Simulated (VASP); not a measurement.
# Al3GaN4 (Pm) in VASP: notebook

Runs on Al3GaN4. Level: r2SCAN. Tasks: single point.

All numbers are computed with VASP 6.6.1; they aren't measurements. Logs are shortened: lines on timing, memory, paths and dates and some standing lists are left out, and cuts for length are marked.

## 1. The cell of the first run

Symmetry: Pm, No. 6, monoclinic system. The conventional cell has a = 5.038 Å, b = 3.125 Å, c = 11.109 Å, α = 90.00°, β = 103.07°, γ = 90.00°. Within 2.5 Å of Al (site symmetry m) lie 4 N at 1.88 to 1.90 Å. Al (site symmetry m) has 4 N at 1.88 to 1.90 Å within 2.5 Å. Within 2.4 Å of Al (site symmetry m) lie 2 Ga at 1.81 Å and 2 N at 1.89 to 1.90 Å. Within 2.5 Å of Al (site symmetry m) lie 4 N at 1.89 to 1.90 Å. Within 2.5 Å of Al (site symmetry m) lie 4 N at 1.89 to 1.90 Å. Al (site symmetry m) has 4 N at 1.89 to 1.90 Å within 2.5 Å. Within 2.4 Å of Ga (site symmetry m) lie 2 Al at 1.81 Å and 2 N at 1.94 to 1.96 Å. Within 2.6 Å of Ga (site symmetry m) lie 4 N at 1.93 to 1.96 Å.

## 2. Single point, r2SCAN (the part above a cut slid along it)

Contents of POSCAR:

```
Al3GaN4
1.0
   -5.0380822009      0.0000000000     -0.0000609628
    0.0000000000     -3.1249488261      0.0000000000
   -2.5256225852      0.0000000000     10.8207554797
Al Ga N
6 2 8
Direct
    0.1456395694      0.5000000000      0.7082775373
    0.3956395694      0.5000000000      0.2082775373
    0.9782811450      0.5000000000      0.0421009685
    0.7282811451      0.5000000000      0.5421009685
    0.6037595582      1.0000000000      0.7904722320
    0.8537595582      1.0000000000      0.2904722320
    0.0216291965      1.0000000000      0.9577522322
    0.2716291965      1.0000000000      0.4577522322
    0.4103887682      1.0000000000      0.9578085062
    0.6603887682      1.0000000000      0.4578085062
    0.5232163375      0.5000000000      0.7082161458
    0.7732163375      0.5000000000      0.2082161458
    0.3520911491      0.5000000000      0.0449905032
    0.1020911491      0.5000000000      0.5449905032
   -0.0172049741      1.0000000000      0.7875823748
    0.2327950259      1.0000000000      0.2875823748
```

Contents of INCAR.step1:

```
SYSTEM = Al3GaN4
ALGO     = Normal         ! electronic algorithm
EDIFF    = 1E-4           ! SCF threshold, eV
ENCUT    = 520            ! plane-wave cutoff, eV
GGA      = PE             ! functional
ISMEAR   = 0              ! smearing method
LASPH    = .True.         ! aspherical terms in the spheres
LCHARG   = .False.        ! write CHGCAR
LREAL    = Auto         
LWAVE    = .True.         ! write WAVECAR
NBANDS   = 56             ! bands
NELM     = 80             ! most SCF steps
PREC     = Accurate       ! precision mode
SIGMA    = 0.05           ! smearing width, eV
```

Contents of INCAR.step2:

```
SYSTEM = Al3GaN4
ALGO     = Normal         ! electronic algorithm
EDIFF    = 1E-6           ! SCF threshold, eV
ENCUT    = 520            ! plane-wave cutoff, eV
ISIF     = 2              ! what is computed and relaxed
ISMEAR   = 0              ! smearing method
ISTART   = 1            
LASPH    = .True.         ! aspherical terms in the spheres
LCHARG   = .True.         ! write CHGCAR
LELF     = .True.         ! ELF
LMIXTAU  = .True.       
LREAL    = Auto         
LVHAR    = .True.       
LWAVE    = .False.        ! write WAVECAR
METAGGA  = R2SCAN         ! meta-GGA
NBANDS   = 56             ! bands
NELM     = 80             ! most SCF steps
PREC     = Accurate       ! precision mode
SIGMA    = 0.05           ! smearing width, eV
```

Contents of KPOINTS:

```
k-points
0
Gamma
  5 7 2
  0 0 0
```

Potentials or basis: VASP PAW PBE potentials, release 64 (Al, Ga_d, N).

On the command line:

```console
cat potpaw_PBE.64/Al/POTCAR potpaw_PBE.64/Ga_d/POTCAR potpaw_PBE.64/N/POTCAR > POTCAR
cp INCAR.step1 INCAR
mpirun -np 1 vasp_std > vasp.out
cp INCAR.step2 INCAR
mpirun -np 1 vasp_std > vasp.out
```

OUTCAR:

```text
SYSTEM = Al3GaN4
   EDIFF = 1E-6
   ENCUT = 520
   ISIF = 2
   ISMEAR = 0
   ISTART = 1
   LASPH = .True.
   LREAL = Auto
   METAGGA = R2SCAN
   NELM = 80
   PREC = Accurate

 ion  position               nearest neighbor table
   1  0.146  0.500  0.708-  14 1.88  15 1.89  15 1.89  11 1.90   5 3.09   5 3.09   4 3.09   5 3.10
                             5 3.10   4 3.10   7 3.12   7 3.12   8 3.13   8 3.13
   2  0.396  0.500  0.208-  13 1.88  16 1.89  16 1.89  12 1.90   6 3.09   6 3.09   3 3.09   6 3.10
                             6 3.10   3 3.10   8 3.12   8 3.12
   3  0.978  0.500  0.042-   7 1.81   7 1.81  13 1.89  12 1.90   2 3.09   2 3.10   6 3.11   6 3.11

   4  0.728  0.500  0.542-  14 1.89  10 1.89  10 1.89  11 1.90   1 3.09   8 3.10   8 3.10   1 3.10
                             8 3.11   8 3.11   5 3.11   5 3.11   6 3.14   6 3.14
   5  0.604  0.000  0.790-   9 1.89  11 1.90  11 1.90  15 1.90   1 3.09   1 3.09   7 3.09   1 3.10
                             1 3.10   4 3.11   4 3.11   7 3.11
   6  0.854  0.000  0.290-  10 1.89  12 1.90  12 1.90  16 1.90   2 3.09   2 3.09   8 3.09   2 3.10
                             2 3.10   3 3.11   3 3.11   8 3.11   4 3.14   4 3.14
   7  0.022  0.000  0.958-   3 1.81   3 1.81  15 1.94   9 1.96   5 3.09   5 3.11   1 3.12   1 3.12

   8  0.272  0.000  0.458-  14 1.93  14 1.93  16 1.94  10 1.96   6 3.09   4 3.10   4 3.10   4 3.11
                             4 3.11   6 3.11   2 3.12   2 3.12   1 3.13   1 3.13
   9  0.410  0.000  0.958-   5 1.89   7 1.96
  10  0.660  0.000  0.458-   4 1.89   4 1.89   6 1.89   8 1.96
  11  0.523  0.500  0.708-   4 1.90   5 1.90   5 1.90   1 1.90
  12  0.773  0.500  0.208-   3 1.90   6 1.90   6 1.90   2 1.90
  13  0.352  0.500  0.045-   2 1.88   3 1.89
  14  0.102  0.500  0.545-   1 1.88   4 1.89   8 1.93   8 1.93
  15  0.983  0.000  0.788-   1 1.89   1 1.89   5 1.90   7 1.94
  16  0.233  0.000  0.288-   2 1.89   2 1.89   6 1.90   8 1.94

  LATTYP: Found a simple monoclinic cell.
 ALAT       =     5.0380822013
 B/A-ratio  =     0.6202655497
 C/A-ratio  =     2.2049399602
 COS(beta)  =    -0.2261828671

  Lattice vectors:

 A1 = (  -5.0380822009,   0.0000000000,  -0.0000609628)
 A2 = (   0.0000000000,  -3.1249488261,   0.0000000000)
 A3 = (   2.5124596157,   0.0000000000,  10.8208164425)

Analysis of symmetry for initial positions (statically):
=====================================================================
 Subroutine PRICEL returns:
 Original cell was already a primitive cell.

 Routine SETGRP: Setting up the symmetry group for a
 simple monoclinic supercell.

 Subroutine GETGRP returns: Found  2 space group operations
 (whereof  2 operations were pure point group operations)
 out of a pool of  4 trial point group operations.

The static configuration has the point symmetry C_1h.

Analysis of symmetry for dynamics (positions and initial velocities):
=====================================================================
 Subroutine PRICEL returns:
 Original cell was already a primitive cell.

 Routine SETGRP: Setting up the symmetry group for a
 simple monoclinic supercell.

 Subroutine GETGRP returns: Found  2 space group operations
 (whereof  2 operations were pure point group operations)
 out of a pool of  4 trial point group operations.

The dynamic configuration has the point symmetry C_1h.

 Subroutine INISYM returns: Found  2 space group operations
 (whereof  2 operations are pure point group operations),
 and found     1 'primitive' translations

----------------------------------------------------------------------------------------

                                     Primitive cell

  volume of cell :     170.3597

  direct lattice vectors                    reciprocal lattice vectors
    -5.038082201  0.000000000 -0.000060963    -0.198487666  0.000000000 -0.046328090
     0.000000000 -3.124948826  0.000000000     0.000000000 -0.320005240  0.000000000
    -2.525622585  0.000000000 10.820755480    -0.000001118  0.000000000  0.092414728

  length of vectors
[... 46 lines left out ...]
   LHFCALC =     F    Hartree Fock is set to
   AEXX    =    0.0000 exact exchange contribution
   IVDW    =     0    specifies the selected vdW correction
   LEPSILON=     F    determine dielectric tensor
   LRPA    =     F    only Hartree local field effects (RPA)
 non-spin polarized calculation
 Gauss-broadening in eV      SIGMA  =   0.05
  energy-cutoff  :      520.00
  volume of cell :      170.36
 maximum number of plane-waves:      4616
 NGX is ok and might be reduce to    40
   NGX = 19   NGY = 11   NGZ = 41

 number of electron      83.9999984 magnetization

 Free energy of the ion-electron system (eV)
  ---------------------------------------------------
  ext. energy  EPLUGINS =         0.00000000
  ---------------------------------------------------
  free energy    TOTEN  =      -143.76122219 eV

  energy without entropy =     -143.76122219  energy(sigma->0) =     -143.76122219

 E-fermi :   7.4969     XC(G=0): -11.7529

 val. band max:        7.2465762558   @ k =   0.4000   0.2857   0.0000
 cond. band min:       8.8064398815   @ k =   0.0000   0.2857   0.0000
 fundamental gap:      1.5598636257
 Fermi energy:         7.4969070026

 k-point     1 :       0.0000    0.0000    0.0000
  band No.  band energies     occupation
      1     -11.7393      2.00000
      2     -10.3168      2.00000
      3      -9.8166      2.00000
      4      -9.4467      2.00000
      5      -9.2833      2.00000
      6      -9.1264      2.00000
[... 46 lines left out ...]
     53      13.9768      0.00000
     54      14.6728      0.00000

 k-point     2 :       0.2000    0.0000    0.0000
  band No.  band energies     occupation
      1     -11.7040      2.00000
      2     -10.2009      2.00000
      3      -9.7130      2.00000
      4      -9.4280      2.00000
      5      -9.2586      2.00000
      6      -9.1264      2.00000
[... 46 lines left out ...]
     53      14.7373      0.00000
     54      14.8882      0.00000
[... 1195 lines left out ...]
     53      14.4695      0.00000
     54      14.8211      0.00000

 k-point    24 :       0.4000    0.4286    0.5000
  band No.  band energies     occupation
      1      -9.8942      2.00000
      2      -9.3811      2.00000
      3      -9.2948      2.00000
      4      -9.2331      2.00000
      5      -9.1110      2.00000
      6      -8.8919      2.00000
[... 46 lines left out ...]
     53      14.2826      0.00000
     54      14.5885      0.00000
 [bands above 54 left out]

------------------------ aborting loop because EDIFF is reached ----------------------------------------

  FORCE on cell =-STRESS in cart. coord.  units (eV):
  Direction    XX          YY          ZZ          XY          YZ          ZX
  --------------------------------------------------------------------------------------
  -------------------------------------------------------------------------------------
  Total        4.7359428     37.8966470     15.5669987      0.0000000      0.0000000     -1.0352835
  in kB       44.5399848    356.4055024    146.4025033      0.0000000      0.0000000     -9.7365010
  external PRESSURE =     182.4493302 kB  Pullay stress =       0.0000000 kB

 VOLUME and BASIS-vectors are now :
 -----------------------------------------------------------------------------
  energy-cutoff  :      520.00
  volume of cell :      170.36
      direct lattice vectors                 reciprocal lattice vectors
    -5.038082201  0.000000000 -0.000060963    -0.198487666  0.000000000 -0.046328090
     0.000000000 -3.124948826  0.000000000     0.000000000 -0.320005240  0.000000000
    -2.525622585  0.000000000 10.820755480    -0.000001118  0.000000000  0.092414728

 POSITION                                       TOTAL-FORCE (eV/Angst)
 -----------------------------------------------------------------------------------
     -2.52259     -1.56247      7.66409         0.208006      0.000000      0.318632
     -2.51930     -1.56247      2.25370        -0.879596      0.000000      0.289775
     -5.03499     -1.56247      0.45550         0.628791      0.000000     16.192783
     -5.03828     -1.56247      5.86590        -0.063093      0.000000     -0.062095
     -5.03822      0.00000      8.55347        -0.802383      0.000000     -0.415442
     -5.03493      0.00000      3.14308         0.210063      0.000000     -0.173668
[... 8 lines left out ...]
     -6.94054      0.00000      8.52218         0.255256      0.000000     -1.166558
     -1.89917      0.00000      3.11184         0.122352      0.000000     -0.479636
 -----------------------------------------------------------------------------------
    total drift:                               -0.028467     -0.000000     -0.014416

  FREE ENERGIE OF THE ION-ELECTRON SYSTEM (eV)
  ---------------------------------------------------
  free  energy   TOTEN  =      -143.7612221949 eV

  energy  without entropy=     -143.7612221949  energy(sigma->0) =     -143.76122219
```

Wall time 13 min (1 thread of Intel Xeon Platinum 8488C (Sapphire Rapids), shared host); peak memory 0.39 GiB.

Results:

```yaml
Free_energy: -143.7612 eV
Pressure: 18.2 GPa
Largest_force: 16.205 eV/Å
Band_gap_on_the_k_mesh: 1.56 eV (least direct gap 1.57 eV)
```

Forces in eV/Å, atoms in the order of the input:
```
Al    0.208   0.000   0.319
Al   -0.880   0.000   0.290
Al    0.629   0.000  16.193
Al   -0.063   0.000  -0.062
Al   -0.802   0.000  -0.415
Al    0.210   0.000  -0.174
Ga    1.334   0.000 -15.880
Ga   -0.077   0.000   0.088
N    -0.124   0.000   2.308
N    -0.072   0.000   0.136
N     0.052   0.000   0.364
N     0.148   0.000   0.825
N    -0.982   0.000  -2.244
N     0.042   0.000  -0.099
N     0.255   0.000  -1.167
N     0.122   0.000  -0.480
```

Caveat: the cell differs from its parent crystal (the part above a cut slid along it); the stress differs along the axes, from 4 to 36 GPa; the PAW data sets were made with another functional, which shifts forces and pressure a little. A k mesh can miss the band edges.

## 3. Single point, r2SCAN (the part above a cut slid along it)

Contents of POSCAR:

```
Al3GaN4
1.0
   -5.0380822009      0.0000000000     -0.0000609628
    0.0000000000     -3.1249488261      0.0000000000
   -3.5332390253      0.0000000000     10.8207432871
Al Ga N
6 2 8
Direct
    0.0039840620      0.5000000000      0.7082775373
    0.3539840620      0.5000000000      0.2082775373
    0.9698609514      0.5000000000      0.0421009685
    0.6198609514      0.5000000000      0.5421009685
    0.4456651118      1.0000000000      0.7904722320
    0.7956651118      1.0000000000      0.2904722320
   -0.1699212499      1.0000000000      0.9577522322
    0.1800787501      1.0000000000      0.4577522322
    0.2188270670      1.0000000000      0.9578085062
    0.5688270670      1.0000000000      0.4578085062
    0.3815731083      0.5000000000      0.7082161458
    0.7315731083      0.5000000000      0.2082161458
    0.3430930485      0.5000000000      0.0449905032
   -0.0069069515      0.5000000000      0.5449905032
   -0.1747214491      1.0000000000      0.7875823748
    0.1752785509      1.0000000000      0.2875823748
```

Contents of INCAR.step1:

```
PREC = Accurate ; ENCUT = 520
ISMEAR = 0 ; SIGMA = 0.05
LREAL = Auto ; LASPH = True
NELM = 80 ; NBANDS = 56
GGA = PE ; ALGO = Normal
EDIFF = 1E-4 ; LWAVE = True
LCHARG = False
```

Contents of INCAR.step2:

```
PREC = Accurate ; ENCUT = 520
EDIFF = 1E-6 ; ISMEAR = 0
SIGMA = 0.05 ; LREAL = Auto
LASPH = True ; NELM = 80
ALGO = Normal ; ISIF = 2
LWAVE = False ; LCHARG = False
METAGGA = R2SCAN ; LMIXTAU = True
NBANDS = 56 ; ISTART = 1
```

Contents of KPOINTS:

```
regular mesh
0
Gamma
  5 7 2
```

Potentials or basis: VASP PAW PBE potentials, release 64 (Al, Ga_d, N).

On the command line:

```console
cat potpaw_PBE.64/Al/POTCAR potpaw_PBE.64/Ga_d/POTCAR potpaw_PBE.64/N/POTCAR > POTCAR
cp INCAR.step1 INCAR
mpirun -np 1 vasp_std > vasp.out
cp INCAR.step2 INCAR
mpirun -np 1 vasp_std > vasp.out
```

It took 13 min on 1 thread of Intel Xeon Platinum 8488C (Sapphire Rapids), shared host; peak memory 0.38 GiB.

The run converged. Its results:

```
Free energy            : -148.1832 eV
Pressure               : 9.7 GPa
Largest force          : 9.172 eV/Å
Band gap on the k mesh : 0.19 eV (least direct gap 0.64 eV)
```

Forces on the atoms (eV/Å):
```
Al   0.112  0.000  0.133
Al  -0.350  0.000  0.085
Al  -6.016  0.000  5.462
Al  -0.046  0.000 -0.080
Al  -0.640  0.000 -0.258
Al  -0.064  0.000  0.001
Ga   7.299  0.000 -5.554
Ga  -0.020  0.000  0.006
N   -0.126  0.000  0.483
N   -0.063  0.000  0.085
N    0.020  0.000  0.191
N   -0.201  0.000  0.645
N   -0.136  0.000 -0.842
N    0.043  0.000  0.073
N    0.145  0.000 -0.374
N    0.043  0.000 -0.057
```

Stress tensor (GPa, compression positive):
```
 8.85  0.00 -6.16
 0.00 13.83  0.00
-6.16  0.00  6.44
```

Levels at points of the mesh, in eV from the valence-band top:
| k point | band 39 | band 40 | band 41 | band 42 | band 43 | band 44 | band 45 | band 46 |
| --- | --- | --- | --- | --- | --- | --- | --- | --- |
| (0.00, 0.00, 0.00) | -1.92 | -1.88 | -1.20 | -0.15 | 0.72 | 3.23 | 3.65 | 4.69 |
| (0.00, 0.00, 0.50) | -1.91 | -1.89 | -1.43 | 0.00 | 0.73 | 2.95 | 4.13 | 4.62 |

Caveat: the cell differs from its parent crystal (the part above a cut slid along it); the stress differs along the axes, from 6 to 14 GPa; semilocal functionals underestimate gaps, and a narrow one can read as zero; the PAW data sets were made with another functional, which shifts forces and pressure a little. A k mesh can miss the band edges.

## 4. Single point, r2SCAN (the part above a cut slid along it)

Contents of POSCAR:

```
Al3GaN4
1.0
   -5.0380822009      0.0000000000     -0.0000609628
    0.0000000000     -3.1249488261      0.0000000000
   -4.5408554655      0.0000000000     10.8207310946
Al Ga N
6 2 8
Direct
   -0.1376714455      0.5000000000      0.7082775373
    0.3123285545      0.5000000000      0.2082775373
    0.9614407576      0.5000000000      0.0421009685
    0.5114407576      0.5000000000      0.5421009685
    0.2875706654      1.0000000000      0.7904722320
    0.7375706654      1.0000000000      0.2904722320
   -0.3614716964      1.0000000000      0.9577522322
    0.0885283036      1.0000000000      0.4577522322
    0.0272653657      1.0000000000      0.9578085062
    0.4772653657      1.0000000000      0.4578085062
    0.2399298792      0.5000000000      0.7082161458
    0.6899298792      0.5000000000      0.2082161458
    0.3340949478      0.5000000000      0.0449905032
   -0.1159050522      0.5000000000      0.5449905032
   -0.3322379240      1.0000000000      0.7875823748
    0.1177620760      1.0000000000      0.2875823748
```

Contents of INCAR.step1:

```
PREC = Accurate ; ENCUT = 520
ISMEAR = 0 ; SIGMA = 0.05
LREAL = Auto ; LASPH = T
NELM = 80 ; NBANDS = 56
GGA = PE ; ALGO = Normal
EDIFF = 1E-4 ; LWAVE = T
LCHARG = F
```

Contents of INCAR.step2:

```
PREC = Accurate ; ENCUT = 520
EDIFF = 1E-7 ; ISMEAR = 0
SIGMA = 0.05 ; LREAL = Auto
LASPH = T ; NELM = 80
ALGO = Normal ; ISIF = 2
LWAVE = F ; LCHARG = T
METAGGA = R2SCAN ; LMIXTAU = T
LELF = T ; LVHAR = T
NBANDS = 56 ; ISTART = 1
```

KPOINTS is that of step 3.

On the command line:

```console
cat potpaw_PBE.64/Al/POTCAR potpaw_PBE.64/Ga_d/POTCAR potpaw_PBE.64/N/POTCAR > POTCAR
cp INCAR.step1 INCAR
mpirun -np 1 vasp_std > vasp.out
cp INCAR.step2 INCAR
mpirun -np 1 vasp_std > vasp.out
```

Wall time 15 min (1 thread of Intel Xeon Platinum 8488C (Sapphire Rapids), shared host); peak memory 0.39 GiB.

The run converged. Its results:

```
Free energy            : -157.2121 eV
Pressure               : 0.7 GPa
Largest force          : 4.219 eV/Å
Band gap on the k mesh : 2.58 eV
```

Forces on the atoms (eV/Å):
```
Al   0.104  0.000 -0.066
Al   0.316  0.000 -0.509
Al  -3.208  0.000  1.360
Al  -0.070  0.000 -0.083
Al  -0.297  0.000 -0.152
Al  -0.229  0.000 -0.008
Ga   4.166  0.000  0.666
Ga   0.095  0.000 -0.110
N    3.190  0.000 -0.895
N   -0.059  0.000  0.025
N   -0.007  0.000  0.193
N   -0.035  0.000 -0.264
N   -4.081  0.000 -0.475
N    0.045  0.000  0.183
N    0.040  0.000 -0.153
N    0.030  0.000  0.289
```

Stress tensor (GPa, compression positive):
```
-0.62  0.00 -5.70
 0.00  2.80  0.00
-5.70  0.00 -0.23
```

Levels at points of the mesh, in eV from the valence-band top:
| k point | band 39 | band 40 | band 41 | band 42 | band 43 | band 44 | band 45 | band 46 |
| --- | --- | --- | --- | --- | --- | --- | --- | --- |
| (0.00, 0.00, 0.00) | -1.19 | -1.18 | -0.77 | 0.00 | 2.58 | 4.32 | 5.10 | 5.37 |
| (0.00, 0.00, 0.50) | -1.22 | -1.18 | -0.99 | 0.00 | 3.01 | 3.89 | 5.35 | 5.48 |

Caveat: the cell differs from its parent crystal (the part above a cut slid along it); the PAW data sets were made with another functional, which shifts forces and pressure a little. A k mesh can miss the band edges.

## 5. Summary

```tsv
cell	gap on the mesh (eV)	pressure (GPa)	largest force (eV/Å)
a = 5.038, b = 3.125, c = 11.112 Å, angles 90.0, 76.9, 90.0°, 16 atoms	1.56	18.2	16.20
a = 5.038, b = 3.125, c = 11.383 Å, angles 90.0, 71.9, 90.0°, 16 atoms	0.19	9.7	9.17
a = 5.038, b = 3.125, c = 11.735 Å, angles 90.0, 67.2, 90.0°, 16 atoms	2.58	0.7	4.22
```

Alike in all rows: task single point; level r2SCAN; potentials or basis VASP PAW PBE potentials, release 64 (Al, Ga_d, N); no spin polarisation; k mesh 5 × 7 × 2; cutoff (eV) 520; smearing gaussian 0.05 eV.

Caveats: the PAW data sets were made with another functional, which shifts forces and pressure a little; the stress differs along the axes, from 4 to 36 GPa (at least some runs); the stress differs along the axes, from 6 to 14 GPa (at least some runs); semilocal functionals underestimate gaps, and a narrow one can read as zero (at least some runs).

Absolute energies hang on the potentials; compare differences alone.
